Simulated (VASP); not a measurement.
Wanted: the native input for a VASP 6.6.1 run.

```yaml
Task: single point
Functional: r2SCAN
Potentials_or_basis: VASP PAW PBE potentials, release 64 (Mn_pv)
Cutoff: 520 eV
k_mesh: 17 × 17 × 5
Occupations: fermi-dirac, width 0.05 eV
Spin: collinear spin, antiferromagnetic start
Starting_moments: "[3.677, 3.677, -3.689, -3.689] μB"
Dipole_correction: no
Further_INCAR_settings: ALGO = Normal; EDIFF = 1e-06; NBANDS = 38
```

The system is Mn.

```
Mn
1.0
     2.82632    0.00000    0.00000
    -1.41316    2.44766    0.00000
     0.00000    0.00000    8.52514
Mn
4
Direct
  0.00000 0.00000 0.00000
  0.00000 0.00000 0.50000
  0.33333 0.66667 0.25000
  0.66667 0.33333 0.75000
```

This isn't the form of Mn at room conditions, which is a 58-atom cubic cell.

One way to write it, as run:

POSCAR

```
Mn
1.0
    2.8263159570      0.0000000000      0.0000000000
   -1.4131579785      2.4476614179      0.0000000000
    0.0000000000      0.0000000000      8.5251368909
Mn
4
Direct
    0.0000000000      1.0000000000      1.0000000000
    0.0000000000      1.0000000000      0.5000000000
    0.3333333333      0.6666666667      0.2500000000
    0.6666666667      0.3333333333      0.7500000000
```

INCAR.step1

```
PREC = Accurate
ENCUT = 520
ISMEAR = -1
SIGMA = 0.05
LREAL = False
LASPH = True
NELM = 150
ISPIN = 2
MAGMOM = 3.677 3.677 -3.689 -3.689
LMAXMIX = 4
NBANDS = 38
GGA = PE
ALGO = Normal
EDIFF = 1E-4
LWAVE = True
LCHARG = False
```

INCAR.step2

```
PREC = Accurate
ENCUT = 520
EDIFF = 1E-6
ISMEAR = -1
SIGMA = 0.05
LREAL = False
LASPH = True
NELM = 150
ALGO = Normal
ISIF = 2
LWAVE = False
LCHARG = False
ISPIN = 2
MAGMOM = 3.677 3.677 -3.689 -3.689
LORBIT = 11
LMAXMIX = 4
METAGGA = R2SCAN
LMIXTAU = True
NBANDS = 38
ISTART = 1
```

KPOINTS

```
regular mesh
0
Gamma
  17 17 5
```

Potentials or basis: VASP PAW PBE potentials, release 64 (Mn_pv).

Run with:

```bash
$ cat potpaw_PBE.64/Mn_pv/POTCAR > POTCAR
$ cp INCAR.step1 INCAR
$ mpirun -np 1 vasp_std > vasp.out
$ cp INCAR.step2 INCAR
$ mpirun -np 1 vasp_std > vasp.out
```

It gave:

| Item | Value |
| --- | --- |
| Pressure | 0.4 GPa |
| Band gap on the k mesh | zero (filled and empty bands overlap) |
| Net moment | -0.03 μB per cell |
| Site moments | Mn +3.69, -3.69 (each value once) μB |
| Valence electrons inside the program's atomic spheres | Mn 11.56 |

Caveat: the PAW data sets were made with another functional, which shifts forces and pressure a little.

Run time: 36 min on 1 thread of Oxide Virtual Turin-like Processor, on a shared host, peak memory 0.39 GiB.
